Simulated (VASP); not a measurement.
# TaN: single point with PBEsol

The system is TaN.

```
Ta N
1.0
    -0.03298   -2.09536   -2.11454
    -2.34220    0.06440   -2.21191
     2.13075    2.17604   -4.27678
Ta N
2 2
Direct
  0.74786 0.75053 0.74772
  0.25047 0.24802 0.25252
  0.00847 0.99197 0.00153
  0.49320 0.50948 0.49822
```

```
Program                : VASP 6.6.1
Task                   : single point
Functional             : PBEsol
Potentials or basis    : VASP PAW PBE potentials, release 64 (Ta_pv, N)
Cutoff                 : 520 eV
k mesh                 : 12 × 12 × 12
Occupations            : gaussian, width 0.15 eV
Spin                   : no spin polarisation
Dipole correction      : no
Further INCAR settings : ALGO = Normal; EDIFF = 1e-07; NBANDS = 24
```

| Quantity | Value |
| --- | --- |
| Pressure | 5.9 GPa |
| Largest force | 0.435 eV/Å |
| Band gap on the k mesh | zero (bands 16 and 17 overlap by 2.92 eV) |

Forces in eV/Å, atoms in the order of the input:
```
Ta   0.004  0.015 -0.178
Ta  -0.050 -0.095  0.052
N   -0.214  0.352  0.140
N    0.260 -0.272 -0.015
```

Stress tensor (GPa, compression positive):
```
-14.88   1.35  -2.65
  1.35  19.39   3.18
 -2.65   3.18  13.23
```

Levels at points of the mesh, in eV from the Fermi level:
```tsv
k point	band 13	band 14	band 15	band 16	band 17	band 18	band 19	band 20
(0.00, 0.00, 0.00)	-3.68	-3.55	-2.92	-1.96	-1.54	-0.72	0.58	1.58
(0.50, 0.00, 0.00)	-6.78	-6.60	-2.08	-1.77	1.85	2.01	3.32	3.43
(0.00, 0.50, 0.00)	-6.14	-5.95	-1.94	-1.71	2.16	2.32	2.64	2.73
(0.50, 0.50, 0.00)	-5.55	-4.79	-4.48	0.84	1.73	2.49	3.07	3.32
(0.00, 0.00, 0.50)	-6.21	-6.01	-0.98	-0.83	-0.74	-0.72	0.01	0.20
(0.50, 0.00, 0.50)	-5.58	-4.92	-4.44	1.27	2.01	2.73	2.89	3.29
(0.00, 0.50, 0.50)	-5.50	-4.51	-4.22	1.33	1.98	2.07	2.17	3.50
(0.50, 0.50, 0.50)	-6.57	-6.43	-2.01	-1.83	1.54	1.71	3.40	3.51
```

Wall time 13 min on 1 thread of Intel(R) Xeon(R) Platinum 8259CL CPU @ 2.50GHz (Skylake/Cascade Lake), with other jobs on the host, peak memory 0.76 GiB.

Caveat: the stress differs along the axes, from -15 to 19 GPa; the PAW data sets were made with another functional, which shifts forces and pressure a little; spin-orbit coupling is left out, which moves the levels of the heavy elements.
